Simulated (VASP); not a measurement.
Input of a VASP 6.6.1 run:

Contents of INCAR:

```
ALGO = Normal
EDIFF = 1E-6
ENCUT = 520
GGA = PE
ISIF = 2
ISMEAR = 0
ISPIN = 2
LASPH = T
LCHARG = F
LMAXMIX = 4
LORBIT = 11
LREAL = F
LWAVE = F
MAGMOM = 3 3 0 0
NBANDS = 27
NELM = 150
PREC = Accurate
SIGMA = 0.05
```

File KPOINTS:

```
k-points
0
Gamma
  10 10 6
```

The input POSCAR:

```
CoO
1.0
    0.0000000000      2.1245315473     -2.1245315473
    0.0000000000      2.1245315473      2.1245315473
    4.2490630946      0.0000000000      0.0000000000
Co O
2 2
Direct
    0.0000000000      0.0000000000      0.0000000000
    0.5000000000      0.5000000000      0.5000000000
    0.0000000000      1.0000000000      0.5000000000
    0.5000000000      1.5000000000      1.0000000000
```

Potentials or basis: VASP PAW PBE potentials, release 64 (Co, O).

Command:

```console
$ cat potpaw_PBE.64/Co/POTCAR potpaw_PBE.64/O/POTCAR > POTCAR
$ mpirun -np 1 vasp_std > vasp.out
```

(1) What does it give for the site moments?

(2) Estimate the pressure.

(3) What does it give for the net moment?

## Answers

(1) Co +2.54; O +0.29 μB.

(2) -0.9 GPa.

(3) 5.78 μB per cell.
